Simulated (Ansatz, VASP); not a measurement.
Pd in VASP and in Ansatz

File INCAR:

```
PREC = Accurate ; ENCUT = 400
EDIFF = 1E-8 ; ISMEAR = -1
SIGMA = 0.03 ; LREAL = F
LASPH = T ; NELM = 120
ALGO = Normal ; ISIF = 2
LWAVE = F ; LCHARG = F
GGA = PE ; LEFG = T
NBANDS = 11 ; GGA_COMPAT = F
```

File KPOINTS:

```
Automatic mesh
0
Gamma
  13 13 13
```

File POSCAR:

```
Pd
1.0
    2.5776070080      0.0000000000      0.0000000000
    0.0000000000      2.5776070080      0.0000000000
    0.0000000000      0.0000000000      2.5776070080
Pd
1
Direct
    0.0000000000      0.0000000000      0.0000000000
```

Input for Ansatz:

```yaml
crystal:
  lattice:
    - [2.577607008, 0.0, 0.0]
    - [0.0, 2.577607008, 0.0]
    - [0.0, 0.0, 2.577607008]
  atoms:
    - { symbol: Pd, position: [0.0, 0.0, 0.0] }
kpoints:
  mp_grid: { grid: [13, 13, 13] }
scf:
  occupations: { method: fermi_dirac, width: 0.03 }
hamiltonian:
  xc: pbe
  pseudopotentials: { kind: all_electron, datasets: crystal }
output:
  forces: true
  stress: true
  eigenvalues: true
  efg: { contact_densities: true }
```

Change from the starting cell: volume scaled by 0.96, crystal datasets.

Alike in both runs: task electric field gradients; functional PBE; k mesh 13 × 13 × 13; occupations fermi-dirac, width 0.03 eV; no spin polarisation.

|  | VASP | Ansatz |
| --- | --- | --- |
| version | VASP 6.6.1 | Ansatz 0.2.0 |
| potentials or method | VASP PAW PBE potentials, release 64 (Pd), cutoff 400 eV | all-electron PAW with datasets made for the crystal, scalar-relativistic |

Ansatz gave:

| Item | Value |
| --- | --- |
| pressure (GPa) | 5.5 |

**Question.** What did VASP give for the same quantities?

**Answer.** Pressure (GPa): 4.7.

Ansatz ran all-electron here, and VASP with PAW potentials.
